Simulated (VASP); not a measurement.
Crystal: LiBr.

```
CELL_PARAMETERS angstrom
0.00000 2.73955 2.73955
2.73955 0.00000 2.73955
2.73955 2.73955 0.00000
ATOMIC_POSITIONS crystal
Li 0.00000 0.00000 0.00000
Br 0.50000 0.50000 0.50000
```

Program: VASP 6.6.1. Alike in all runs: task single point; potentials or basis VASP PAW PBE potentials, release 64 (Li_sv, Br); no spin polarisation; cell as given; smearing gaussian 0.01 eV.

Order these runs on this cell by their band gap on the k mesh, lowest first.
A. level PBE0; k mesh 6 × 6 × 6; cutoff (eV) 650; grid for exact exchange (PRECFOCK) Normal; share of exact exchange 0.25
B. level r2SCAN; k mesh 6 × 6 × 6; cutoff (eV) 830
C. level PBE; k mesh 8 × 8 × 8; cutoff (eV) 750
D. level HSE06; k mesh 6 × 6 × 6; cutoff (eV) 650; grid for exact exchange (PRECFOCK) Normal; share of exact exchange 0.25; screening parameter 0.2079 1/Å

C (4.99 eV), B (5.93 eV), D (6.21 eV), A (6.91 eV).

A k mesh can miss the band edges.
